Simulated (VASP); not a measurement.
# C in VASP: notebook

Runs on C. Level: LDA. Tasks: single point.

Everything below comes from runs of VASP 6.6.1. Logs are shortened: lines on timing, memory, paths and dates and some standing lists are left out, and cuts for length are marked.

### 1 The cell of the first run

The cell holds a slab with vacuum, 2 atoms: a = 2.406 Å, b = 2.406 Å, c = 8.350 Å, α = 90.00°, β = 90.00°, γ = 120.00°.

### 2 Single point, LDA

Contents of INCAR:

```
PREC     = Accurate       # precision mode
ENCUT    = 600            # plane-wave cutoff, eV
EDIFF    = 1E-6           # SCF threshold, eV
ISMEAR   = -1             # smearing method
SIGMA    = 0.15           # smearing width, eV
LREAL    = F              # projectors in reciprocal space
LASPH    = T              # aspherical terms in the spheres
NELM     = 120            # most SCF steps
ALGO     = Normal         # electronic algorithm
ISIF     = 2              # what is computed and relaxed
LWAVE    = F              # write WAVECAR
LCHARG   = F              # write CHGCAR
NBANDS   = 11             # bands
GGA_COMPAT= F
```

Contents of KPOINTS:

```
Automatic mesh
0
Gamma
  11 11 3
```

Contents of POSCAR:

```
C
1.0
    2.4060300126      0.0000000000      0.0000000000
   -1.2030150063      2.0836834894      0.0000000000
    0.0000000000      0.0000000000      8.3497990122
C
2
Direct
    0.3333333333      0.6666666667      0.0000000000
    0.6666666667      0.3333333333      0.0000000000
```

Potentials or basis: VASP PAW LDA potentials, release 64 (C).

Command:

```bash
$ cat potpaw_LDA.64/C/POTCAR > POTCAR
$ mpirun -np 1 vasp_std > vasp.out
```

OUTCAR:

```text
PREC = Accurate
   ENCUT = 600
   EDIFF = 1E-6
   ISMEAR = -1
   LREAL = F
   LASPH = T
   NELM = 120
   ISIF = 2

 ion  position               nearest neighbor table
   1  0.333  0.667  0.000-   2 1.39   2 1.39   2 1.39
   2  0.667  0.333  0.000-   1 1.39   1 1.39   1 1.39

  LATTYP: Found a hexagonal cell.
 ALAT       =     2.4060300126
 C/A-ratio  =     3.4703636149

  Lattice vectors:

 A1 = (   2.4060300126,   0.0000000000,   0.0000000000)
 A2 = (  -1.2030150063,   2.0836834894,   0.0000000000)
 A3 = (   0.0000000000,   0.0000000000,   8.3497990122)

Analysis of symmetry for initial positions (statically):
=====================================================================
 Subroutine PRICEL returns:
 Original cell was already a primitive cell.

 Routine SETGRP: Setting up the symmetry group for a
 hexagonal supercell.

 Subroutine GETGRP returns: Found 24 space group operations
 (whereof 24 operations were pure point group operations)
 out of a pool of 24 trial point group operations.

The static configuration has the point symmetry D_6h.

Analysis of symmetry for dynamics (positions and initial velocities):
=====================================================================
 Subroutine PRICEL returns:
 Original cell was already a primitive cell.

 Routine SETGRP: Setting up the symmetry group for a
 hexagonal supercell.

 Subroutine GETGRP returns: Found 24 space group operations
 (whereof 24 operations were pure point group operations)
 out of a pool of 24 trial point group operations.

The dynamic configuration has the point symmetry D_6h.

 Subroutine INISYM returns: Found 24 space group operations
 (whereof 24 operations are pure point group operations),
 and found     1 'primitive' translations

----------------------------------------------------------------------------------------

                                     Primitive cell

  volume of cell :      41.8609

  direct lattice vectors                    reciprocal lattice vectors
     2.406030013  0.000000000  0.000000000     0.415622413  0.239959669  0.000000000
    -1.203015006  2.083683489  0.000000000     0.000000000  0.479919338  0.000000000
     0.000000000  0.000000000  8.349799012     0.000000000  0.000000000  0.119763362

  length of vectors
     2.406030013  2.406030338  8.349799012     0.479919403  0.479919338  0.119763362

  position of ions in fractional coordinates (direct lattice)
     0.333333333  0.666666667  0.000000000
     0.666666667  0.333333333  0.000000000
[... 84 lines left out ...]
   ISYM   =      2    0-nonsym 1-usesym 2-fastsym
   POTIM  = 0.5000    time-step for ionic-motion
   TEBEG  =    0.0;   TEEND  =   0.0 temperature during run
   PSTRESS=    0.0 pullay stress
   NELECT =       8.0000    total number of electrons
   NUPDOWN=      -1.0000    fix difference up-down
   EMIN   =  10.00;   EMAX   =-10.00  energy-range for DOS
   EFERMI =   0.00;   METHOD = LEGACY
   ISMEAR =    -1;   SIGMA  =   0.15  broadening in eV -4-tet -1-fermi 0-gaus
   EFERMI_NEDOS =   21; number of points for ismear=-14 and -15
   IALGO  =     38    algorithm
   IMIX   =      4    mixing-type and parameters
     AMIX     =   0.40;   BMIX     =  1.00
     AMIX_MAG =   1.60;   BMIX_MAG =  1.00
  volume/ion in A,a.u.               =      20.93       141.25
  Fermi-wavevector in a.u.,A,eV,Ry     =   0.942979  1.781971 12.098421  0.889209
  Thomas-Fermi vector in A             =   2.070641
   LORBIT       =      0    0 simple, 1 ext, 2 COOP (PROOUT), +10 PAW based schemes
   GGA     = CA    functional components
   LHFCALC =     F    Hartree Fock is set to
   AEXX    =    0.0000 exact exchange contribution
   IVDW    =     0    specifies the selected vdW correction
   LEPSILON=     F    determine dielectric tensor
   LRPA    =     F    only Hartree local field effects (RPA)
 non-spin polarized calculation
  energy-cutoff  :      600.00
  volume of cell :       41.86
 maximum number of plane-waves:      1410
 NGX is ok and might be reduce to    20
   NGX =  9   NGY =  9   NGZ = 33

 number of electron       8.0000000 magnetization

 Free energy of the ion-electron system (eV)
  ---------------------------------------------------
  ext. energy  EPLUGINS =         0.00000000
  ---------------------------------------------------
  free energy    TOTEN  =       -20.14172515 eV

  energy without entropy =      -20.14077946  energy(sigma->0) =      -20.14125230

 E-fermi :  -0.5811     XC(G=0):  -5.2589

 val. band max:       -1.3740484988   @ k =   0.3636   0.2727   0.0000
 cond. band min:       0.2126080120   @ k =   0.3636   0.2727   0.3333
 fundamental gap:      1.5866565108
 Fermi energy:        -0.5810963602

 k-point     1 :       0.0000    0.0000    0.0000
  band No.  band energies     occupation
      1     -20.4493      2.00000
      2      -8.7059      2.00000
      3      -3.5613      2.00000
      4      -3.5613      2.00000
      5       2.3625      0.00000
      6       4.8255      0.00000
      7       6.5029      0.00000
      8       8.1977      0.00000
      9       8.1977      0.00000
     10      11.6792      0.00000
     11      13.4577      0.00000
[... 309 lines left out ...]
 k-point    24 :       0.1818    0.0909    0.3333
  band No.  band energies     occupation
      1     -19.0418      2.00000
      2      -7.4656      2.00000
      3      -6.9985      2.00000
      4      -6.0262      2.00000
      5       4.6415      0.00000
      6       5.6915      0.00000
      7       7.5202      0.00000
      8       8.9156      0.00000
      9       9.8314      0.00000
     10      12.1387      0.00000
     11      13.2761      0.00000

 [... further k-points ...]

------------------------ aborting loop because EDIFF is reached ----------------------------------------

  FORCE on cell =-STRESS in cart. coord.  units (eV):
  Direction    XX          YY          ZZ          XY          YZ          ZX
  --------------------------------------------------------------------------------------
  -------------------------------------------------------------------------------------
  Total        2.3958817      2.3958826     -0.0443880      0.0000000     -0.0000000      0.0000000
  in kB       91.6995370     91.6995701     -1.6989000      0.0000000     -0.0000000      0.0000000
  external PRESSURE =      60.5667357 kB  Pullay stress =       0.0000000 kB

 VOLUME and BASIS-vectors are now :
 -----------------------------------------------------------------------------
  energy-cutoff  :      600.00
  volume of cell :       41.86
      direct lattice vectors                 reciprocal lattice vectors
     2.406030013  0.000000000  0.000000000     0.415622413  0.239959669  0.000000000
    -1.203015006  2.083683489  0.000000000     0.000000000  0.479919338  0.000000000
     0.000000000  0.000000000  8.349799012     0.000000000  0.000000000  0.119763362

 POSITION                                       TOTAL-FORCE (eV/Angst)
 -----------------------------------------------------------------------------------
     -0.00000      1.38912      0.00000         0.000000     -0.000000     -0.000000
      1.20302      0.69456      0.00000        -0.000000      0.000000      0.000000
 -----------------------------------------------------------------------------------
    total drift:                                0.000000     -0.000000     -0.000000

  FREE ENERGIE OF THE ION-ELECTRON SYSTEM (eV)
  ---------------------------------------------------
  free  energy   TOTEN  =       -20.1417251459 eV

  energy  without entropy=      -20.1407794573  energy(sigma->0) =      -20.14125230
```

OSZICAR:

```text
N       E                     dE             d eps       ncg     rms          rms(c)
DAV:   1     0.239690040029E+02    0.23969E+02   -0.39768E+03   704   0.658E+02
DAV:   2    -0.198911685127E+02   -0.43860E+02   -0.42166E+02   895   0.137E+02
DAV:   3    -0.219021381976E+02   -0.20110E+01   -0.20048E+01   894   0.286E+01
DAV:   4    -0.219216160045E+02   -0.19478E-01   -0.19470E-01   972   0.351E+00
DAV:   5    -0.219217908268E+02   -0.17482E-03   -0.17481E-03   891   0.285E-01    0.708E+00
DAV:   6    -0.206235110456E+02    0.12983E+01   -0.11132E+00   802   0.606E+00    0.403E+00
DAV:   7    -0.201517748875E+02    0.47174E+00   -0.13741E+00   839   0.671E+00    0.110E+00
DAV:   8    -0.201418091994E+02    0.99657E-02   -0.40551E-02   810   0.119E+00    0.262E-01
DAV:   9    -0.201410080993E+02    0.80110E-03   -0.73463E-04   855   0.178E-01    0.192E-01
DAV:  10    -0.201403493862E+02    0.65871E-03   -0.58260E-03   764   0.320E-01    0.156E-01
DAV:  11    -0.201409061880E+02   -0.55680E-03   -0.33267E-04   766   0.103E-01    0.642E-02
DAV:  12    -0.201416577384E+02   -0.75155E-03   -0.31220E-04   752   0.900E-02    0.325E-02
DAV:  13    -0.201416919783E+02   -0.34240E-04   -0.51937E-06   805   0.137E-02    0.102E-02
DAV:  14    -0.201417247214E+02   -0.32743E-04   -0.27979E-06   741   0.664E-03    0.265E-03
DAV:  15    -0.201417251459E+02   -0.42444E-06   -0.10640E-07   847   0.208E-03
   1 F= -.20141725E+02 E0= -.20141252E+02  d E =-.945689E-03
```

Wall time 16 s (1 thread of Intel Xeon 6975P-C, shared host); peak memory 0.14 GiB.

Results:

```
Free energy            : -20.1417 eV
Band gap on the k mesh : 1.59 eV, direct
```

### 3 Single point, LDA

This run uses another cell than the first one, of 21.38 Å³/atom, 1.021 times its volume.

Contents of INCAR:

```
  PREC = Accurate
  ENCUT = 600
  EDIFF = 1E-6
  ISMEAR = -1
  SIGMA = 0.15
  LREAL = F
  LASPH = T
  NELM = 120
  ALGO = Normal
  ISIF = 2
  LWAVE = F
  LCHARG = F
  NBANDS = 11
  GGA_COMPAT = F
```

KPOINTS is that of step 2.

Contents of POSCAR:

```
C
1.0
    2.4229744442      0.0000000000      0.0000000000
   -1.2114872221      2.0983578002      0.0000000000
    0.0000000000      0.0000000000      8.4086023511
C
2
Direct
    0.3333333333      0.6666666667      0.0000000000
    0.6666666667      0.3333333333      0.0000000000
```

Potentials or basis: VASP PAW LDA potentials, release 64 (C).

Command:

```bash
$ cat potpaw_LDA.64/C/POTCAR > POTCAR
$ mpirun -np 1 vasp_std > vasp.out
```

It took 16 s on 1 thread of Intel Xeon 6975P-C, shared host; peak memory 0.14 GiB.

The run converged. Its results:

| Quantity | Value |
| --- | --- |
| Free energy | -20.1691 eV |
| Band gap on the k mesh | 1.56 eV, direct |

Levels at points of the mesh, in eV from the valence-band top:
```csv
k point,band 1,band 2,band 3,band 4,band 5,band 6,band 7,band 8,band 9
"(0.00, 0.00, 0.00)",-18.92,-7.20,-2.21,-2.21,3.80,6.22,7.87,9.41,9.41
```

### 4 Single point, LDA

This run uses another cell than the first one, of 21.82 Å³/atom, 1.043 times its volume.

Contents of INCAR:

```
SYSTEM = C
  ALGO = Normal
  EDIFF = 1E-6
  ENCUT = 600
  GGA = CA
  GGA_COMPAT = .FALSE.
  ISIF = 2
  ISMEAR = -1
  LASPH = .TRUE.
  LCHARG = .FALSE.
  LREAL = .FALSE.
  LWAVE = .FALSE.
  NBANDS = 11
  NELM = 120
  PREC = Accurate
  SIGMA = 0.15
```

Contents of KPOINTS:

```
k-points
0
G
  11 11 3
  0 0 0
```

Contents of POSCAR:

```
C
1.0
    2.4396851409      0.0000000000      0.0000000000
   -1.2198425704      2.1128296907      0.0000000000
    0.0000000000      0.0000000000      8.4665945447
C
2
Direct
    0.3333333333      0.6666666667      0.0000000000
    0.6666666667      0.3333333333      0.0000000000
```

Potentials or basis: VASP PAW LDA potentials, release 64 (C).

Command:

```bash
$ cat potpaw_LDA.64/C/POTCAR > POTCAR
$ mpirun -np 1 vasp_std > vasp.out
```

OUTCAR:

```text
SYSTEM = C
   EDIFF = 1E-6
   ENCUT = 600
   GGA = CA
   ISIF = 2
   ISMEAR = -1
   LASPH = .TRUE.
   LREAL = .FALSE.
   NELM = 120
   PREC = Accurate

 ion  position               nearest neighbor table
   1  0.333  0.667  0.000-   2 1.41   2 1.41   2 1.41
   2  0.667  0.333  0.000-   1 1.41   1 1.41   1 1.41

  LATTYP: Found a hexagonal cell.
 ALAT       =     2.4396851409
 C/A-ratio  =     3.4703636149

  Lattice vectors:

 A1 = (   2.4396851409,   0.0000000000,   0.0000000000)
[... 522 lines left out ...]
------------------------ aborting loop because EDIFF is reached ----------------------------------------

  FORCE on cell =-STRESS in cart. coord.  units (eV):
  Direction    XX          YY          ZZ          XY          YZ          ZX
  --------------------------------------------------------------------------------------
  -------------------------------------------------------------------------------------
  Total        0.3630450      0.3630451     -0.0430974      0.0000000     -0.0000000      0.0000000
  in kB       13.3279703     13.3279751     -1.5821736      0.0000000     -0.0000000      0.0000000
  external PRESSURE =       8.3579239 kB  Pullay stress =       0.0000000 kB

 VOLUME and BASIS-vectors are now :
 -----------------------------------------------------------------------------
  energy-cutoff  :      600.00
  volume of cell :       43.64
      direct lattice vectors                 reciprocal lattice vectors
     2.439685141  0.000000000  0.000000000     0.409888958  0.236649457  0.000000000
    -1.219842570  2.112829691  0.000000000     0.000000000  0.473298915  0.000000000
     0.000000000  0.000000000  8.466594545     0.000000000  0.000000000  0.118111242

 POSITION                                       TOTAL-FORCE (eV/Angst)
 -----------------------------------------------------------------------------------
     -0.00000      1.40855      0.00000        -0.000000     -0.000000      0.000000
      1.21984      0.70428      0.00000         0.000000      0.000000      0.000000
 -----------------------------------------------------------------------------------
    total drift:                                0.000000     -0.000000     -0.000000

  FREE ENERGIE OF THE ION-ELECTRON SYSTEM (eV)
  ---------------------------------------------------
  free  energy   TOTEN  =       -20.1819713496 eV

  energy  without entropy=      -20.1808802267  energy(sigma->0) =      -20.18142579
```

It took 19 s on 1 thread of Intel Xeon 6975P-C, shared host; peak memory 0.14 GiB.

What came out:

- Free energy: -20.1820 eV
- Band gap on the k mesh: 1.54 eV, direct

Levels at points of the mesh, in eV from the valence-band top:
```csv
k point,band 1,band 2,band 3,band 4,band 5,band 6,band 7,band 8
"(0.00, 0.00, 0.00)",-18.77,-7.07,-2.24,-2.24,3.85,6.24,7.87,9.26
```

### 5 Single point, LDA

This run uses another cell than the first one, of 22.27 Å³/atom, 1.064 times its volume.

Contents of INCAR:

```
PREC = Accurate ; ENCUT = 600
EDIFF = 1E-6 ; ISMEAR = -1
SIGMA = 0.15 ; LREAL = F
LASPH = T ; NELM = 120
ALGO = Normal ; ISIF = 2
LWAVE = F ; LCHARG = T
GGA = CA ; LELF = T
LVHAR = T ; NBANDS = 11
GGA_COMPAT = F
```

Contents of KPOINTS:

```
regular mesh
0
Gamma
  11 11 3
```

Contents of POSCAR:

```
C
1.0
    2.4561700000      0.0000000000      0.0000000000
   -1.2280850000      2.1271060000      0.0000000000
    0.0000000000      0.0000000000      8.5238030000
C
2
Direct
    0.3333333333      0.6666666667      0.0000000000
    0.6666666667      0.3333333333      0.0000000000
```

Command:

```bash
$ cat potpaw_LDA.64/C/POTCAR > POTCAR
$ mpirun -np 1 vasp_std > vasp.out
```

Wall time 19 s (1 thread of Intel Xeon 6975P-C, shared host); peak memory 0.14 GiB.

It converged, with:

| Property | Result |
| --- | --- |
| Free energy | -20.1815 eV |
| Band gap on the k mesh | 1.51 eV, direct |

Levels at points of the mesh, in eV from the valence-band top:
| k point | band 1 | band 2 | band 3 | band 4 | band 5 | band 6 | band 7 | band 8 | band 9 |
| --- | --- | --- | --- | --- | --- | --- | --- | --- | --- |
| (0.00, 0.00, 0.00) | -18.62 | -6.94 | -2.26 | -2.26 | 3.91 | 6.25 | 7.87 | 9.11 | 9.11 |

(Continued in part 2 of 2.)
